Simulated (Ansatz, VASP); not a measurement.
**Two plane-wave programs on LiF**

```
Li F
1.0
     0.00000    2.09456    1.93344
     2.09456    0.00000    1.93344
     2.09456    2.09456    0.00000
Li F
1 1
Direct
  0.00000 0.00000 0.00000
  0.50000 0.50000 0.50000
```

Change from the starting cell: strain +0.040 along x and y, -0.040 along z, atoms carried along.

Alike in both runs: task single point; functional PBE; k mesh 10 × 10 × 10; occupations gaussian, width 0.05 eV; no spin polarisation.

```csv
,VASP,Ansatz
version,VASP 6.6.1,Ansatz 0.2.0
potentials or method,"VASP PAW PBE potentials, release 64 (Li_sv, F), cutoff 520 eV","scalar-relativistic, plane waves, PAW"
valence electrons in the cell,10,10
```

```tsv
	VASP	Ansatz	Ansatz less VASP
gap on the k mesh at the Fermi level (eV)	8.68	8.68	+0.001
least direct gap on the mesh (eV)	8.68	8.68	+0.001
```

With one functional, cell and mesh, what is left measures potentials, basis and numerics.

Noted on VASP's run: the cutoff is short for stress, so the pressure is rough.
